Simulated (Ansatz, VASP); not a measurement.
# SnO2 in VASP and in Ansatz

Contents of INCAR:

```
SYSTEM = SnO2
PREC     = Accurate       ! precision mode
ENCUT    = 520            ! plane-wave cutoff, eV
EDIFF    = 1E-6           ! SCF threshold, eV
ISMEAR   = -1             ! smearing method
SIGMA    = 0.05           ! smearing width, eV
LREAL    = .False.        ! projectors in reciprocal space
LASPH    = .True.         ! aspherical terms in the spheres
NELM     = 60             ! most SCF steps
ALGO     = Normal         ! electronic algorithm
ISIF     = 2              ! what is computed and relaxed
LWAVE    = .False.        ! write WAVECAR
LCHARG   = .False.        ! write CHGCAR
GGA      = PE             ! functional
NBANDS   = 64             ! bands
```

The input KPOINTS:

```
Automatic mesh
0
Gamma
  6 6 6
  0 0 0
```

Contents of POSCAR:

```
SnO2
1.0
   -3.2488970000      3.4144700000      3.4140210000
    3.2488970000     -3.4144700000      3.4140210000
    3.2488970000      3.4144700000     -3.4140210000
Sn O
4 8
Direct
    0.5000000000      0.0000000000      0.0000000000
    0.5000000000      0.5000000000      0.5000000000
    0.0035990000      0.7535990000      0.2500000000
    0.9964010000      0.2464010000      0.7500000000
    0.8064960000      0.8037740000      0.4972780000
    0.8064960000      0.3092180000      0.0027220000
    0.3024350000      0.2459400000      0.0564950000
    0.6894450000      0.2459400000      0.4435050000
    0.3105550000      0.7540600000      0.5564950000
    0.1935040000      0.6907820000      0.9972780000
    0.6975650000      0.7540600000      0.9435050000
    0.1935040000      0.1962260000      0.5027220000
```

Contents of input.yaml:

```yaml
crystal:
  lattice:
    - [-3.248897, 3.41447, 3.414021]
    - [3.248897, -3.41447, 3.414021]
    - [3.248897, 3.41447, -3.414021]
  atoms:
    - { symbol: Sn, position: [0.5, 0.0, 0.0] }
    - { symbol: Sn, position: [0.5, 0.5, 0.5] }
    - { symbol: Sn, position: [0.003599, 0.753599, 0.25] }
    - { symbol: Sn, position: [0.996401, 0.246401, 0.75] }
    - { symbol: O, position: [0.806496, 0.803774, 0.497278] }
    - { symbol: O, position: [0.806496, 0.309218, 0.002722] }
    - { symbol: O, position: [0.302435, 0.24594, 0.056495] }
    - { symbol: O, position: [0.689445, 0.24594, 0.443505] }
    - { symbol: O, position: [0.310555, 0.75406, 0.556495] }
    - { symbol: O, position: [0.193504, 0.690782, 0.997278] }
    - { symbol: O, position: [0.697565, 0.75406, 0.943505] }
    - { symbol: O, position: [0.193504, 0.196226, 0.502722] }
hamiltonian:
  xc: pbe
  pseudopotentials: { kind: paw }
kpoints:
  mp_grid: { grid: [6, 6, 6] }
  band_path:
    path:
      - [[0.0, 0.0, 0.0], [0.4763420746, -0.4763420746, -0.4763420746], [0.4762763294, -0.4764078199, -0.4762763294], [0.0, -0.5, 0.0], [-0.25, -0.25, -0.25], [0.0, 0.0, -0.5], [-0.4763420746, 0.4763420746, -0.5236579254], [-0.5, 0.5, -0.5], [0.0, 0.0, 0.0], [-0.4999342547, -0.4999342547, 0.4999342547], [-0.5, 0.0, 0.0], [-0.25, -0.25, -0.25]]
      - [[-0.4762763294, -0.5235921801, 0.4762763294], [-0.4999342547, -0.4999342547, 0.4999342547]]
      - [[-0.5000657453, 0.4999342547, -0.4999342547], [-0.5, 0.5, -0.5]]
    npoints: 10
scf:
  occupations: { method: fermi_dirac, width: 0.05 }
  n_extra_bands: 30
output:
  forces: true
  stress: true
  eigenvalues: true
  fatbands: true
```

Alike in both runs: functional PBE; k mesh 6 × 6 × 6; occupations fermi-dirac, width 0.05 eV; no spin polarisation.

|  | VASP | Ansatz |
| --- | --- | --- |
| version | VASP 6.6.1 | Ansatz 0.2.0 |
| potentials or method | VASP PAW PBE potentials, release 64 (Sn_d, O) | Ansatz PAW |
| plane-wave cutoff (eV) | 520 | 420 |
| valence electrons in the cell | 104 | 104 |
| task | single point | band structure |

|  | VASP | Ansatz | Ansatz less VASP |
| --- | --- | --- | --- |
| gap on the k mesh at the Fermi level (eV) | 0.62 | 0.63 | +0.012 |
| least direct gap on the mesh (eV) | 0.62 | 0.63 | +0.012 |
| pressure (GPa) | -0.2 | -0.8 | -0.60 |
| traceless stress, the component that is largest in VASP (GPa) | -0.36 | -0.55 | -0.189 |
| rms of the force components (eV/Å) | 0.022 | 0.026 | +0.0039 |

Atom by atom the forces differ by 0.007 eV/Å (rms over components).
